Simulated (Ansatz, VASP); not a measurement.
# AlGa3N2 in VASP and in Ansatz

```
CELL_PARAMETERS angstrom
2.78911 -1.61032 0.02813
2.78911 1.61032 0.02813
-0.09475 0.00000 9.35549
ATOMIC_POSITIONS crystal
Al 0.66662 0.66662 0.74531
Ga 0.99996 0.99996 0.02263
Ga 0.33328 0.33328 0.47340
Ga 0.99995 0.99995 0.28980
N 0.66662 0.66662 0.94766
N 0.33329 0.33329 0.68419
```

Change from the starting cell: the structure that the rattled cell fell into.

Alike in both runs: functional PBE; k mesh 12 × 12 × 4; occupations gaussian, width 0.1 eV; no spin polarisation.

Ansatz relaxed the structure, and its values are those at the end. VASP's run is a single point on that final structure, the one shown.

```csv
,VASP,Ansatz
version,VASP 6.6.1,Ansatz 0.2.0
potentials or method,"VASP PAW PBE potentials, release 64 (Al, Ga_d, N), cutoff 520 eV","scalar-relativistic, plane waves, PAW"
valence electrons in the cell,52,52
```

Ansatz gave:

```
gap on the k mesh at the Fermi level (eV) : none
pressure (GPa)                            : 0.0
rms of the force components (eV/Å)        : 0.000
```

Q: Which values does VASP return?

A: gap on the k mesh at the Fermi level (eV): none; pressure (GPa): 0.0; rms of the force components (eV/Å): 0.008.

A gap of «none» marks a metal or a gap that the smearing closes.
